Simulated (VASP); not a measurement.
A run of VASP 6.6.1:

INCAR

```
SYSTEM = CoO
ALGO     = Normal         ! electronic algorithm
EDIFF    = 1E-6           ! SCF threshold, eV
ENCUT    = 520            ! plane-wave cutoff, eV
GGA      = PS             ! functional
ISIF     = 2              ! what is computed and relaxed
ISMEAR   = -1             ! smearing method
ISPIN    = 2              ! spin polarisation
LASPH    = .TRUE.         ! aspherical terms in the spheres
LCHARG   = .TRUE.         ! write CHGCAR
LELF     = .TRUE.         ! ELF
LMAXMIX  = 4              ! l up to which the mixer works
LORBIT   = 11             ! projections on sites
LREAL    = .FALSE.        ! projectors in reciprocal space
LVHAR    = .TRUE.       
LWAVE    = .FALSE.        ! write WAVECAR
MAGMOM   = 2 2 0 0        ! initial moments
NBANDS   = 27             ! bands
NELM     = 150            ! most SCF steps
PREC     = Accurate       ! precision mode
SIGMA    = 0.05           ! smearing width, eV
```

KPOINTS

```
k-points
0
G
  10 10 5
  0 0 0
```

Contents of POSCAR:

```
CoO
1.0
    3.2397248551      0.0000000000      0.0000000000
   -1.6198624276      2.8056840258      0.0000000000
    0.0000000000      0.0000000000      5.2975164125
Co O
2 2
Direct
    0.3333333333      0.6666666667      0.5033624100
    0.0000000000      0.0000000000      0.0034741400
    0.3333333333      0.6666666667      0.8715556000
    0.0000000000      0.0000000000      0.3716088500
```

Potentials or basis: VASP PAW PBE potentials, release 64 (Co, O).

The run is started by

```sh
$ cat potpaw_PBE.64/Co/POTCAR potpaw_PBE.64/O/POTCAR > POTCAR
$ mpirun -np 1 vasp_std > vasp.out
```

Hardware: 1 thread of Intel(R) Xeon(R) Platinum 8488C (Sapphire Rapids), with other jobs on the host.

Problem. Estimate the wall time of this run.

Solution. Run time: 83 s on 1 thread of Intel(R) Xeon(R) Platinum 8488C (Sapphire Rapids), on a shared host, peak memory 0.24 GiB. Counts: scf iterations 17, k points 58.
